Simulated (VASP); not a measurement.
# Cs (Im-3m) in VASP: notebook

Runs on Cs. Level: LDA. Tasks: single point.

All numbers are computed with VASP 6.6.1; they aren't measurements. Logs are shortened: lines on timing, memory, paths and dates and some standing lists are left out, and cuts for length are marked.

## 1. The cell of the first run

It takes space group Im-3m (No. 229, cubic). Conventional cell: a = 5.768 Å, b = 5.768 Å, c = 5.768 Å, α = 90.00°, β = 90.00°, γ = 90.00°.

## 2. Single point, LDA

Contents of INCAR:

```
SYSTEM = Cs
PREC = Accurate
ENCUT = 520
EDIFF = 1E-6
ISMEAR = 1
SIGMA = 0.03
LREAL = .FALSE.
LASPH = .TRUE.
NELM = 100
ALGO = Normal
ISIF = 2
LWAVE = .FALSE.
LCHARG = .FALSE.
NBANDS = 10
```

Contents of KPOINTS:

```
regular mesh
0
G
  8 8 8
  0 0 0
```

Contents of POSCAR:

```
Cs
1.0
   -2.8840810378      2.8840810378      2.8840810378
    2.8840810378     -2.8840810378      2.8840810378
    2.8840810378      2.8840810378     -2.8840810378
Cs
1
Direct
    0.0000000000      0.0000000000      0.0000000000
```

Potentials or basis: VASP PAW LDA potentials, release 64 (Cs_sv).

Run with:

```bash
cat potpaw_LDA.64/Cs_sv/POTCAR > POTCAR
mpirun -np 1 vasp_std > vasp.out
```

OUTCAR:

```text
SYSTEM = Cs
   PREC = Accurate
   ENCUT = 520
   EDIFF = 1E-6
   ISMEAR = 1
   LREAL = .FALSE.
   LASPH = .TRUE.
   NELM = 100
   ISIF = 2

 ion  position               nearest neighbor table
   1  0.000  0.000  0.000-

  LATTYP: Found a body centered cubic cell.
 ALAT       =     5.7681620756

  Lattice vectors:

 A1 = (  -2.8840810378,   2.8840810378,   2.8840810378)
 A2 = (   2.8840810378,  -2.8840810378,   2.8840810378)
 A3 = (   2.8840810378,   2.8840810378,  -2.8840810378)

Analysis of symmetry for initial positions (statically):
=====================================================================
 Subroutine PRICEL returns:
 Original cell was already a primitive cell.

 Routine SETGRP: Setting up the symmetry group for a
 body centered cubic supercell.

 Subroutine GETGRP returns: Found 48 space group operations
[... 9 lines left out ...]

 Routine SETGRP: Setting up the symmetry group for a
 body centered cubic supercell.

 Subroutine GETGRP returns: Found 48 space group operations
 (whereof 48 operations were pure point group operations)
 out of a pool of 48 trial point group operations.

The dynamic configuration has the point symmetry O_h .

 Subroutine INISYM returns: Found 48 space group operations
 (whereof 48 operations are pure point group operations),
 and found     1 'primitive' translations

----------------------------------------------------------------------------------------

                                     Primitive cell

  volume of cell :      95.9583

  direct lattice vectors                    reciprocal lattice vectors
    -2.884081038  2.884081038  2.884081038     0.000000000  0.173365448  0.173365448
     2.884081038 -2.884081038  2.884081038     0.173365448  0.000000000  0.173365448
     2.884081038  2.884081038 -2.884081038     0.173365448  0.173365448  0.000000000

  length of vectors
     4.995374891  4.995374891  4.995374891     0.245175767  0.245175767  0.245175767

  position of ions in fractional coordinates (direct lattice)
     0.000000000  0.000000000  0.000000000

  ion indices of the primitive-cell ions
   primitive index   ion index
                 1           1

----------------------------------------------------------------------------------------

 KPOINTS: regular mesh

Automatic generation of k-mesh.
 Grid dimensions read from file:
[... 63 lines left out ...]
   ENCUT  =  520.0 eV  38.22 Ry    6.18 a.u.   9.29  9.29  9.29*2*pi/ulx,y,z
   NELM   =    100;   NELMIN=  2; NELMDL= -5     # of ELM steps
   EDIFF  = 0.1E-05   stopping-criterion for ELM
   LREAL  =      F    real-space projection
   EDIFFG = 0.1E-04   stopping-criterion for IOM
   NSW    =      0    number of steps for IOM
   IBRION =     -1    ionic relax: 0-MD 1-quasi-New 2-CG
   NFREE  =      0    steps in history (QN), initial steepest desc. (CG)
   ISIF   =      2    stress and relaxation
   ISYM   =      2    0-nonsym 1-usesym 2-fastsym
   POTIM  = 0.5000    time-step for ionic-motion
   TEBEG  =    0.0;   TEEND  =   0.0 temperature during run
   PSTRESS=    0.0 pullay stress
   NELECT =       9.0000    total number of electrons
   NUPDOWN=      -1.0000    fix difference up-down
   EMIN   =  10.00;   EMAX   =-10.00  energy-range for DOS
   EFERMI =   0.00;   METHOD = LEGACY
   ISMEAR =     1;   SIGMA  =   0.03  broadening in eV -4-tet -1-fermi 0-gaus
   EFERMI_NEDOS =   21; number of points for ismear=-14 and -15
   IALGO  =     38    algorithm
   IMIX   =      4    mixing-type and parameters
     AMIX     =   0.40;   BMIX     =  1.00
     AMIX_MAG =   1.60;   BMIX_MAG =  1.00
  volume/ion in A,a.u.               =      95.96       647.56
  Fermi-wavevector in a.u.,A,eV,Ry     =   0.743809  1.405596  7.527452  0.553252
  Thomas-Fermi vector in A             =   1.839012
   LORBIT       =      0    0 simple, 1 ext, 2 COOP (PROOUT), +10 PAW based schemes
   GGA     = CA    functional components
   LHFCALC =     F    Hartree Fock is set to
   AEXX    =    0.0000 exact exchange contribution
   IVDW    =     0    specifies the selected vdW correction
   LEPSILON=     F    determine dielectric tensor
   LRPA    =     F    only Hartree local field effects (RPA)
 non-spin polarized calculation
 Methfessel and Paxton  Order N= 1 SIGMA  =   0.03
  energy-cutoff  :      520.00
  volume of cell :       95.96
 maximum number of plane-waves:      2616
 NGX is ok and might be reduce to    40
   NGX = 19   NGY = 19   NGZ = 19

 number of electron       8.9999998 magnetization

 Free energy of the ion-electron system (eV)
  ---------------------------------------------------
  ext. energy  EPLUGINS =         0.00000000
  ---------------------------------------------------
  free energy    TOTEN  =        -0.98629822 eV

  energy without entropy =       -0.98570072  energy(sigma->0) =       -0.98609905

 E-fermi :   0.7639     XC(G=0):  -6.0286

 val. band max:        0.7638160744   @ k =   0.3750   0.1250   0.0000
 cond. band min:       0.8362154397   @ k =   0.2500   0.2500   0.0000
 fundamental gap:      0.0723993654
 Fermi energy:         0.7639446731

 k-point     1 :       0.0000    0.0000    0.0000
  band No.  band energies     occupation
      1     -22.9546      2.00000
      2      -9.6495      2.00000
      3      -9.6495      2.00000
      4      -9.6495      2.00000
      5      -1.0975      2.00000
      6       3.2981      0.00000
      7       3.2981      0.00000
      8       3.2981      0.00000
      9       4.3433      0.00000
     10       4.3433      0.00000
[... 287 lines left out ...]
 k-point    24 :      -0.3750    0.3750    0.2500
  band No.  band energies     occupation
      1     -22.9345      2.00000
      2      -9.8409      2.00000
      3      -9.7683      2.00000
      4      -9.7445      2.00000
      5       0.9470     -0.00000
      6       1.8121      0.00000
      7       3.1091      0.00000
      8       3.1656      0.00000
      9       4.1607      0.00000
     10       4.9110      0.00000

 [... further k-points ...]
[... 5 lines left out ...]
  --------------------------------------------------------------------------------------
  -------------------------------------------------------------------------------------
  Total       -0.0095712     -0.0095712     -0.0095712      0.0000000      0.0000000     -0.0000000
  in kB       -0.1598074     -0.1598074     -0.1598074      0.0000000      0.0000000     -0.0000000
  external PRESSURE =      -0.1598074 kB  Pullay stress =       0.0000000 kB

 VOLUME and BASIS-vectors are now :
 -----------------------------------------------------------------------------
  energy-cutoff  :      520.00
  volume of cell :       95.96
      direct lattice vectors                 reciprocal lattice vectors
    -2.884081038  2.884081038  2.884081038     0.000000000  0.173365448  0.173365448
     2.884081038 -2.884081038  2.884081038     0.173365448  0.000000000  0.173365448
     2.884081038  2.884081038 -2.884081038     0.173365448  0.173365448  0.000000000

 POSITION                                       TOTAL-FORCE (eV/Angst)
 -----------------------------------------------------------------------------------
      0.00000      0.00000      0.00000        -0.000000      0.000000     -0.000000
 -----------------------------------------------------------------------------------
    total drift:                               -0.000000     -0.000000     -0.000000

  FREE ENERGIE OF THE ION-ELECTRON SYSTEM (eV)
  ---------------------------------------------------
  free  energy   TOTEN  =        -0.9862982172 eV

  energy  without entropy=       -0.9857007248  energy(sigma->0) =       -0.98609905
```

Wall time 14 s (1 thread of Intel Xeon Platinum 8488C (Sapphire Rapids), shared host); peak memory 0.19 GiB.

What came out:

```yaml
Free_energy: -0.9863 eV
Pressure: 0.0 GPa
```

Levels at points of the mesh, in eV from the Fermi level:
| k point | band 3 | band 4 | band 5 | band 6 | band 7 | band 8 |
| --- | --- | --- | --- | --- | --- | --- |
| (0.00, 0.00, 0.00) | -10.41 | -10.41 | -1.86 | 2.53 | 2.53 | 2.53 |
| (0.50, 0.00, 0.00) | -10.50 | -10.41 | -0.06 | 1.18 | 1.58 | 3.44 |
| (0.50, 0.50, 0.50) | -10.59 | -10.59 | 0.50 | 0.50 | 3.53 | 3.53 |

Caveat: spin-orbit coupling is left out, which moves the levels of the heavy elements.

## 3. Single point, LDA

Contents of INCAR:

```
ALGO = Normal ; EDIFF = 1E-7
ENCUT = 520 ; ISIF = 2
ISMEAR = 1 ; LASPH = T
LCHARG = F ; LREAL = F
LWAVE = F ; NBANDS = 10
NELM = 60 ; PREC = Accurate
SIGMA = 0.1
```

Contents of KPOINTS:

```
k-points
0
Gamma
  8 8 8
```

POSCAR is that of step 2.

Potentials or basis: VASP PAW LDA potentials, release 64 (Cs_sv).

Run with:

```bash
cat potpaw_LDA.64/Cs_sv/POTCAR > POTCAR
mpirun -np 1 vasp_std > vasp.out
```

Run time: 20 s. Hardware: 1 thread of Intel Xeon Platinum 8488C (Sapphire Rapids), shared host; peak memory 0.19 GiB.

It converged, with:

```yaml
Free_energy: -0.9878 eV
Pressure: 0.0 GPa
```

Levels at points of the mesh, in eV from the Fermi level:
```
           k point  band 3  band 4  band 5  band 6  band 7  band 8
(0.00, 0.00, 0.00)  -10.42  -10.42   -1.87    2.52    2.52    2.52
(0.50, 0.00, 0.00)  -10.51  -10.42   -0.07    1.17    1.57    3.43
(0.50, 0.50, 0.50)  -10.60  -10.60    0.49    0.49    3.52    3.52
```

Caveat: spin-orbit coupling is left out, which moves the levels of the heavy elements.

## 4. Single point, LDA

Contents of INCAR:

```
SYSTEM = Cs
PREC = Accurate ; ENCUT = 520
EDIFF = 1E-6 ; ISMEAR = 1
SIGMA = 0.3 ; LREAL = .FALSE.
LASPH = .TRUE. ; NELM = 80
ALGO = Normal ; ISIF = 2
LWAVE = .FALSE. ; LCHARG = .FALSE.
GGA = CA ; NBANDS = 10
```

Contents of KPOINTS:

```
regular mesh
0
G
  8 8 8
  0 0 0
```

POSCAR is that of step 3.

Run with:

```bash
cat potpaw_LDA.64/Cs_sv/POTCAR > POTCAR
mpirun -np 1 vasp_std > vasp.out
```

Wall time 15 s (1 thread of Intel Xeon Platinum 8488C (Sapphire Rapids), shared host); peak memory 0.19 GiB.

It converged, with:

* Free energy: -0.9929 eV
* Pressure: 0.0 GPa

Levels at points of the mesh, in eV from the Fermi level:
| k point | band 3 | band 4 | band 5 | band 6 | band 7 | band 8 |
| --- | --- | --- | --- | --- | --- | --- |
| (0.00, 0.00, 0.00) | -10.42 | -10.42 | -1.87 | 2.52 | 2.52 | 2.52 |
| (0.50, 0.00, 0.00) | -10.51 | -10.43 | -0.08 | 1.17 | 1.56 | 3.43 |
| (0.50, 0.50, 0.50) | -10.60 | -10.60 | 0.49 | 0.49 | 3.52 | 3.52 |

Caveat: spin-orbit coupling is left out, which moves the levels of the heavy elements.

## 5. Single point, LDA

Contents of INCAR:

```
PREC     = Accurate       # precision mode
ENCUT    = 520            # plane-wave cutoff, eV
EDIFF    = 1E-6           # SCF threshold, eV
ISMEAR   = 1              # smearing method
SIGMA    = 0.6            # smearing width, eV
LREAL    = False          # projectors in reciprocal space
LASPH    = True           # aspherical terms in the spheres
NELM     = 100            # most SCF steps
ALGO     = Normal         # electronic algorithm
ISIF     = 2              # what is computed and relaxed
LWAVE    = False          # write WAVECAR
LCHARG   = False          # write CHGCAR
NBANDS   = 10             # bands
```

Contents of KPOINTS:

```
regular mesh
0
Gamma
  8 8 8
```

POSCAR is that of step 4.

Run with:

```bash
cat potpaw_LDA.64/Cs_sv/POTCAR > POTCAR
mpirun -np 1 vasp_std > vasp.out
```

It took 14 s on 1 thread of Intel Xeon Platinum 8488C (Sapphire Rapids), shared host; peak memory 0.19 GiB.

The run converged. Its results:

| Property | Result |
| --- | --- |
| Free energy | -0.9967 eV |
| Pressure | 0.0 GPa |

Levels at points of the mesh, in eV from the Fermi level:
```
           k point  band 3  band 4  band 5  band 6  band 7  band 8
(0.00, 0.00, 0.00)  -10.43  -10.43   -1.88    2.52    2.52    2.52
(0.50, 0.00, 0.00)  -10.51  -10.43   -0.08    1.16    1.56    3.42
(0.50, 0.50, 0.50)  -10.61  -10.61    0.49    0.49    3.51    3.51
```

Caveat: spin-orbit coupling is left out, which moves the levels of the heavy elements.

## 6. Summary

| smearing | gap on the mesh (eV) | pressure (GPa) |
| --- | --- | --- |
| methfessel-paxton 0.03 eV | none | 0.0 |
| methfessel-paxton 0.1 eV | none | 0.0 |
| methfessel-paxton 0.3 eV | none | 0.0 |
| methfessel-paxton 0.6 eV | none | 0.0 |

Alike in all rows: task single point; level LDA; potentials or basis VASP PAW LDA potentials, release 64 (Cs_sv); no spin polarisation; cell as given; k mesh 8 × 8 × 8; cutoff (eV) 520.

Every run on the cell as given and a fine mesh finds a metal.

Caveats: spin-orbit coupling is left out, which moves the levels of the heavy elements.

Absolute energies hang on the potentials; compare differences alone.
